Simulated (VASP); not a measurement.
# Si2Ni (I4/mmm) in VASP: notebook, part 2 of 2

VASP 6.6.1. The steps go on from the part before.

## 4. Single point, PBE (strain +0.000 along x and y, +0.030 along z)

Input file INCAR:

```
PREC     = Accurate       # precision mode
ENCUT    = 520            # plane-wave cutoff, eV
EDIFF    = 1E-7           # SCF threshold, eV
ISMEAR   = 0              # smearing method
SIGMA    = 0.15           # smearing width, eV
LREAL    = F              # projectors in reciprocal space
LASPH    = T              # aspherical terms in the spheres
NELM     = 100            # most SCF steps
ALGO     = Normal         # electronic algorithm
ISIF     = 2              # what is computed and relaxed
LWAVE    = F              # write WAVECAR
LCHARG   = F              # write CHGCAR
GGA      = PE             # functional
NBANDS   = 16             # bands
```

Input file KPOINTS:

```
regular mesh
0
Gamma
  16 16 16
```

Input file POSCAR:

```
Si2Ni
1.0
    0.0000000000      2.7234129054      2.8051152926
    2.7234129054      0.0000000000      2.8051152926
    2.7234129054      2.7234129054      0.0000000000
Si Ni
2 1
Direct
    0.2500000000      0.2500000000      0.2500000000
    0.7500000000      0.7500000000      0.7500000000
    0.0000000000      0.0000000000      0.0000000000
```

Potentials or basis: VASP PAW PBE potentials, release 64 (Si, Ni).

Command:

```bash
$ cat potpaw_PBE.64/Si/POTCAR potpaw_PBE.64/Ni/POTCAR > POTCAR
$ mpirun -np 1 vasp_std > vasp.out
```

OUTCAR:

```text
PREC = Accurate
   ENCUT = 520
   EDIFF = 1E-7
   ISMEAR = 0
   LREAL = F
   LASPH = T
   NELM = 100
   ISIF = 2
   GGA = PE

 ion  position               nearest neighbor table
   1  0.250  0.250  0.250-   3 2.38   3 2.38   3 2.38   3 2.38   2 2.72   2 2.72   2 2.72   2 2.72
                             2 2.81   2 2.81
   2  0.750  0.750  0.750-   3 2.38   3 2.38   3 2.38   3 2.38   1 2.72   1 2.72   1 2.72   1 2.72
                             1 2.81   1 2.81
   3  0.000  0.000  0.000-   2 2.38   2 2.38   2 2.38   1 2.38   2 2.38   1 2.38   1 2.38   1 2.38

  LATTYP: Found a body centered tetragonal cell.
 ALAT       =     3.8514874668
 C/A-ratio  =     1.4566399693

  Lattice vectors:

 A1 = (  -2.7234129054,   0.0000000000,   2.8051152926)
 A2 = (   2.7234129054,   0.0000000000,   2.8051152926)
 A3 = (   0.0000000000,   2.7234129054,  -2.8051152926)

Analysis of symmetry for initial positions (statically):
=====================================================================
 Subroutine PRICEL returns:
 Original cell was already a primitive cell.

 Routine SETGRP: Setting up the symmetry group for a
[... 173 lines left out ...]
 val. band max:        9.6340451893   @ k =   0.5000  -0.0000   0.3125
 cond. band min:       9.6451917639   @ k =  -0.0625   0.1875   0.1250
 fundamental gap:      0.0111465746
 Fermi energy:         9.6429535061

 k-point     1 :       0.0000    0.0000    0.0000
  band No.  band energies     occupation
      1      -3.6692      2.00000
      2       4.7989      2.00000
      3       4.7989      2.00000
      4       4.8998      2.00000
      5       6.4271      2.00000
      6       6.5079      2.00000
[... 433 lines left out ...]
      3       4.8668      2.00000
      4       4.9070      2.00000
      5       6.4321      2.00000
      6       6.4531      2.00000
[... 8 lines left out ...]
     15      14.0516      0.00000
     16      14.1240      0.00000

 [... further k-points ...]

------------------------ aborting loop because EDIFF is reached ----------------------------------------

  FORCE on cell =-STRESS in cart. coord.  units (eV):
  Direction    XX          YY          ZZ          XY          YZ          ZX
  --------------------------------------------------------------------------------------
  -------------------------------------------------------------------------------------
  Total       -0.9280396     -0.9280396     -1.2992246      0.0000000     -0.0000000     -0.0000000
  in kB      -35.7329947    -35.7329947    -50.0250049      0.0000000     -0.0000000     -0.0000000
  external PRESSURE =     -40.4969981 kB  Pullay stress =       0.0000000 kB

 VOLUME and BASIS-vectors are now :
 -----------------------------------------------------------------------------
  energy-cutoff  :      520.00
  volume of cell :       41.61
      direct lattice vectors                 reciprocal lattice vectors
     0.000000000  2.723412905  2.805115293    -0.183593167  0.183593167  0.178245793
     2.723412905  0.000000000  2.805115293     0.183593167 -0.183593167  0.178245793
     2.723412905  2.723412905  0.000000000     0.183593167  0.183593167 -0.178245793

 POSITION                                       TOTAL-FORCE (eV/Angst)
 -----------------------------------------------------------------------------------
      1.36171      1.36171      1.40256         0.000000     -0.000000      0.000000
      4.08512      4.08512      4.20767         0.000000     -0.000000     -0.000000
      0.00000      0.00000      0.00000        -0.000000      0.000000      0.000000
 -----------------------------------------------------------------------------------
    total drift:                                0.000000     -0.000000     -0.000000

  FREE ENERGIE OF THE ION-ELECTRON SYSTEM (eV)
  ---------------------------------------------------
  free  energy   TOTEN  =       -17.3542411318 eV

  energy  without entropy=      -17.3439790042  energy(sigma->0) =      -17.34911007
```

stdout:

```text
POSCAR found type information on POSCAR SiNi
 POSCAR found :  2 types and       3 ions
 scaLAPACK will be used
 LDA part: xc-table for (Slater+PW92), standard interpolation
 POSCAR, INCAR and KPOINTS ok, starting setup
 FFT: planning ... GRIDC
 FFT: planning ... GRID_SOFT
 FFT: planning ... GRID
 WAVECAR not read
 entering main loop
```

Wall time 3.2 min (1 thread of Intel Xeon 6975P-C (Granite Rapids), shared host); peak memory 0.34 GiB.

Results:

- Free energy: -17.3542 eV
- Pressure: -4.0 GPa
- Band gap on the k mesh: zero (bands 9 and 10 overlap by 2.10 eV)

Levels at points of the mesh, in eV from the Fermi level:
```csv
k point,band 6,band 7,band 8,band 9,band 10,band 11,band 12,band 13
"(0.00, 0.00, 0.00)",-3.14,-0.64,1.57,1.57,1.93,2.17,2.54,2.54
"(0.50, 0.00, 0.00)",-3.02,-2.99,-1.37,-1.15,1.73,1.78,1.87,2.44
"(0.50, 0.50, 0.00)",-3.29,-3.29,-3.17,-2.80,-0.32,1.68,7.77,8.05
"(0.50, 0.00, 0.50)",-3.33,-3.22,-3.10,-2.80,-0.49,1.53,7.49,7.81
```

Caveat: the cell differs from its parent crystal (strain +0.000 along x and y, +0.030 along z); the cell stands under tension. Spin polarisation is off, so any magnetic state and its effect on volume and gap are missing.

## 5. Single point, PBE (strain +0.015 along x and y, +0.000 along z)

Input file INCAR:

```
  PREC = Accurate
  ENCUT = 520
  EDIFF = 1E-6
  ISMEAR = 0
  SIGMA = 0.15
  LREAL = False
  LASPH = True
  NELM = 80
  ALGO = Normal
  ISIF = 2
  LWAVE = False
  LCHARG = True
  GGA = PE
  LELF = True
  LVHAR = True
  NBANDS = 16
```

Input file KPOINTS:

```
Automatic mesh
0
Gamma
  16 16 16
```

Input file POSCAR:

```
Si2Ni
1.0
    0.0000000000      2.7642640990      2.7234129054
    2.7642640990      0.0000000000      2.7234129054
    2.7642640990      2.7642640990      0.0000000000
Si Ni
2 1
Direct
    0.2500000000      0.2500000000      0.2500000000
    0.7500000000      0.7500000000      0.7500000000
    0.0000000000      0.0000000000      0.0000000000
```

Command:

```bash
$ cat potpaw_PBE.64/Si/POTCAR potpaw_PBE.64/Ni/POTCAR > POTCAR
$ mpirun -np 1 vasp_std > vasp.out
```

Wall time 2 min (1 thread of AMD EPYC 9R45 (Zen 5), shared host); peak memory 0.31 GiB.

It converged, with:

| Quantity | Value |
| --- | --- |
| Free energy | -17.3567 eV |
| Pressure | -4.2 GPa |
| Band gap on the k mesh | zero (bands 9 and 10 overlap by 2.28 eV) |

Stress tensor (GPa, compression positive):
```
-4.41  0.00  0.00
 0.00 -4.41  0.00
 0.00  0.00 -3.70
```

Levels at points of the mesh, in eV from the Fermi level:
| k point | band 7 | band 8 | band 9 | band 10 | band 11 | band 12 |
| --- | --- | --- | --- | --- | --- | --- |
| (0.00, 0.00, 0.00) | -0.65 | 1.56 | 1.74 | 1.74 | 2.36 | 2.36 |
| (0.50, 0.00, 0.00) | -3.01 | -1.31 | -1.21 | 1.76 | 1.81 | 1.83 |
| (0.50, 0.50, 0.00) | -3.27 | -3.09 | -2.82 | -0.49 | 1.52 | 7.83 |
| (0.50, 0.00, 0.50) | -3.26 | -3.13 | -2.81 | -0.41 | 1.60 | 7.75 |

Caveat: the cell differs from its parent crystal (strain +0.015 along x and y, +0.000 along z); the cell stands under tension.

## 6. Single point, PBE (strain +0.030 along x and y, +0.000 along z)

Input file INCAR:

```
SYSTEM = Si2Ni
PREC = Accurate
ENCUT = 520
EDIFF = 1E-6
ISMEAR = 0
SIGMA = 0.15
LREAL = .False.
LASPH = .True.
NELM = 80
ALGO = Normal
ISIF = 2
LWAVE = .False.
LCHARG = .True.
GGA = PE
LELF = .True.
LVHAR = .True.
NBANDS = 16
```

Input file KPOINTS:

```
regular mesh
0
Gamma
  16 16 16
  0 0 0
```

Input file POSCAR:

```
Si2Ni
1.0
    0.0000000000      2.8051152926      2.7234129054
    2.8051152926      0.0000000000      2.7234129054
    2.8051152926      2.8051152926      0.0000000000
Si Ni
2 1
Direct
    0.2500000000      0.2500000000      0.2500000000
    0.7500000000      0.7500000000      0.7500000000
    0.0000000000      0.0000000000      0.0000000000
```

Potentials or basis: VASP PAW PBE potentials, release 64 (Si, Ni).

Command:

```bash
$ cat potpaw_PBE.64/Si/POTCAR potpaw_PBE.64/Ni/POTCAR > POTCAR
$ mpirun -np 1 vasp_std > vasp.out
```

OUTCAR:

```text
SYSTEM = Si2Ni
   PREC = Accurate
   ENCUT = 520
   EDIFF = 1E-6
   ISMEAR = 0
   LREAL = .False.
   LASPH = .True.
   NELM = 80
   ISIF = 2
   GGA = PE

 ion  position               nearest neighbor table
   1  0.250  0.250  0.250-   3 2.41   3 2.41   3 2.41   3 2.41   2 2.72   2 2.72   2 2.81   2 2.81
                             2 2.81   2 2.81
   2  0.750  0.750  0.750-   3 2.41   3 2.41   3 2.41   3 2.41   1 2.72   1 2.72   1 2.81   1 2.81
                             1 2.81   1 2.81
   3  0.000  0.000  0.000-   2 2.41   2 2.41   2 2.41   1 2.41   2 2.41   1 2.41   1 2.41   1 2.41

  LATTYP: Found a body centered tetragonal cell.
 ALAT       =     3.9670320908
 C/A-ratio  =     1.3730228761

  Lattice vectors:

 A1 = (   0.0000000000,  -2.8051152926,  -2.7234129054)
 A2 = (   0.0000000000,   2.8051152926,  -2.7234129054)
 A3 = (   2.8051152926,   0.0000000000,   2.7234129054)

Analysis of symmetry for initial positions (statically):
=====================================================================
 Subroutine PRICEL returns:
 Original cell was already a primitive cell.

 Routine SETGRP: Setting up the symmetry group for a
 body centered tetragonal supercell.

[... 173 lines left out ...]
 fundamental gap:      0.0114670168
 Fermi energy:         9.2084372365

 k-point     1 :       0.0000    0.0000    0.0000
  band No.  band energies     occupation
      1      -3.8134      2.00000
      2       4.5312      2.00000
      3       4.6372      2.00000
      4       4.6372      2.00000
      5       6.1685      2.00000
      6       6.2432      2.00000
[... 433 lines left out ...]
      3       4.5363      2.00000
      4       4.6998      2.00000
      5       6.1146      2.00000
      6       6.2392      2.00000
[... 8 lines left out ...]
     15      13.2401      0.00000
     16      14.6288      0.00000

 [... further k-points ...]

------------------------ aborting loop because EDIFF is reached ----------------------------------------

  FORCE on cell =-STRESS in cart. coord.  units (eV):
  Direction    XX          YY          ZZ          XY          YZ          ZX
  --------------------------------------------------------------------------------------
  -------------------------------------------------------------------------------------
  Total       -2.1583102     -2.1583102     -1.7773952      0.0000000      0.0000000      0.0000000
  in kB      -80.6825327    -80.6825327    -66.4430681      0.0000000      0.0000000      0.0000000
  external PRESSURE =     -75.9360445 kB  Pullay stress =       0.0000000 kB

 VOLUME and BASIS-vectors are now :
 -----------------------------------------------------------------------------
  energy-cutoff  :      520.00
  volume of cell :       42.86
      direct lattice vectors                 reciprocal lattice vectors
     0.000000000  2.805115293  2.723412905    -0.178245793  0.178245793  0.183593167
     2.805115293  0.000000000  2.723412905     0.178245793 -0.178245793  0.183593167
     2.805115293  2.805115293  0.000000000     0.178245793  0.178245793 -0.183593167

 POSITION                                       TOTAL-FORCE (eV/Angst)
 -----------------------------------------------------------------------------------
      1.40256      1.40256      1.36171         0.000000      0.000000      0.000000
      4.20767      4.20767      4.08512        -0.000000     -0.000000     -0.000000
      0.00000      0.00000      0.00000        -0.000000     -0.000000      0.000000
 -----------------------------------------------------------------------------------
    total drift:                                0.000000     -0.000000     -0.000000

  FREE ENERGIE OF THE ION-ELECTRON SYSTEM (eV)
  ---------------------------------------------------
  free  energy   TOTEN  =       -17.3089980015 eV

  energy  without entropy=      -17.2981942377  energy(sigma->0) =      -17.30359612
```

Wall time 2.2 min (1 thread of AMD EPYC 9R45 (Zen 5), shared host); peak memory 0.32 GiB.

What came out:

```
Free energy            : -17.3090 eV
Pressure               : -7.6 GPa
Band gap on the k mesh : zero (bands 9 and 10 overlap by 2.40 eV)
```

Stress tensor (GPa, compression positive):
```
-8.07  0.00  0.00
 0.00 -8.07  0.00
 0.00  0.00 -6.64
```

Levels at points of the mesh, in eV from the Fermi level:
```csv
k point,band 6,band 7,band 8,band 9,band 10,band 11,band 12,band 13
"(0.00, 0.00, 0.00)",-2.97,-0.83,1.44,1.79,1.79,2.36,2.36,2.71
"(0.50, 0.00, 0.00)",-2.85,-2.84,-1.26,-1.08,1.75,1.78,1.81,2.33
"(0.50, 0.50, 0.00)",-3.10,-3.10,-2.90,-2.66,-0.54,1.55,7.67,7.67
"(0.50, 0.00, 0.50)",-3.17,-3.07,-2.98,-2.65,-0.39,1.71,7.37,7.79
```

Caveat: the cell differs from its parent crystal (strain +0.030 along x and y, +0.000 along z); the cell stands under tension. Spin polarisation is off, so any magnetic state and its effect on volume and gap are missing.

## 7. Summary

| cell | gap on the mesh (eV) | pressure (GPa) |
| --- | --- | --- |
| a = 3.852, b = 3.852, c = 3.909 Å, angles 59.5, 59.5, 61.0°, 3 atoms | none | -2.2 |
| a = 3.880, b = 3.880, c = 3.851 Å, angles 60.2, 60.2, 59.5°, 3 atoms | none | -2.2 |
| a = 3.910, b = 3.910, c = 3.851 Å, angles 60.5, 60.5, 59.0°, 3 atoms | none | -4.0 |
| a = 3.880, b = 3.880, c = 3.909 Å, angles 59.8, 59.8, 60.5°, 3 atoms | none | -4.2 |
| a = 3.910, b = 3.910, c = 3.967 Å, angles 59.5, 59.5, 61.0°, 3 atoms | none | -7.6 |

Alike in all rows: task single point; level PBE; potentials or basis VASP PAW PBE potentials, release 64 (Si, Ni); no spin polarisation; k mesh 16 × 16 × 16; cutoff (eV) 520; smearing gaussian 0.15 eV.

Caveats: the cell stands under tension (at least some runs).

Total energies depend on the potentials used, so only differences within one code and one set of settings carry meaning.
